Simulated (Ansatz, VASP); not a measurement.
**One calculation of Al3Ru, two programs**

```
CELL_PARAMETERS angstrom
2.73790 0.00000 0.00000
-1.36895 2.37109 0.00000
0.00000 0.00000 10.48129
ATOMIC_POSITIONS crystal
Al 0.00000 0.00000 0.23836
Al 0.00000 0.00000 0.76164
Al 0.00000 0.00000 0.50000
Ru 0.00000 0.00000 0.00000
```

Alike in both runs: task single point; functional PBE; k mesh 6 × 6 × 2; occupations gaussian, width 0.1 eV; collinear spin.

```csv
,VASP,Ansatz
version,VASP 6.6.1,Ansatz 0.2.0
potentials or method,"VASP PAW PBE potentials, release 64 (Al, Ru_pv), cutoff 520 eV","scalar-relativistic, plane waves, PAW"
valence electrons in the cell,23,25
```

|  | VASP | Ansatz | Ansatz less VASP |
| --- | --- | --- | --- |
| gap on the k mesh at the Fermi level (eV) | none | none | - |
| pressure (GPa) | 0.7 | 0.5 | -0.22 |
| traceless stress, the component that is largest in VASP (GPa) | 0.79 | 0.32 | -0.473 |
| rms of the force components (eV/Å) | 0.030 | 0.005 | -0.0247 |
| net moment per atom (μB) | 0.16 | 0.08 | -0.076 |
| size of the moment on the site where the two differ most (μB) | 0.52 | 0.25 | -0.274 |

Site moments also hang on the region over which each program counts them. Atom by atom the forces differ by 0.025 eV/Å (rms over components). A gap of «none» marks a metal or a gap that the smearing closes. With one functional, cell and mesh, what is left measures potentials, basis and numerics. VASP's potentials hold 23 valence electrons a cell and Ansatz's 25, so a difference there can come from the potentials and not from the codes.

The k mesh is coarse, so the values compare programs but aren't converged.
